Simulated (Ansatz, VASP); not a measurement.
One calculation of Re, two programs

```
CELL_PARAMETERS angstrom
-2.17177 2.17177 1.13811
2.17177 -2.17177 1.13811
2.17177 2.17177 -1.13811
ATOMIC_POSITIONS crystal
Re 0.62500 0.87500 0.75000
Re 0.37500 0.12500 0.25000
```

Change from the starting cell: volume scaled by 0.65, PAW files.

Alike in both runs: task single point; functional PBE; k mesh 18 × 18 × 18; occupations fermi-dirac, width 0.1 eV; no spin polarisation.

|  | VASP | Ansatz |
| --- | --- | --- |
| version | VASP 6.6.1 | Ansatz 0.2.0 |
| potentials or method | VASP PAW PBE potentials, release 64 (Re) | PAW with Ansatz's default frozen-core files, scalar-relativistic |
| plane-wave cutoff (eV) | 520 | 420 |
| valence electrons in the cell | 14 | 30 |

|  | VASP | Ansatz | Ansatz less VASP |
| --- | --- | --- | --- |
| pressure (GPa) | 304.5 | 307.3 | +2.89 |
| traceless stress, the component that is largest in VASP (GPa) | 0.80 | -0.04 | -0.840 |

Both programs put the cell under a high pressure, so it lies far from rest at this level. VASP's potentials hold 14 valence electrons a cell and Ansatz's 30, so a difference there can come from the potentials and not from the codes.

Neither program's run includes spin-orbit coupling. Noted on VASP's run: the cell as given lies far from equilibrium.
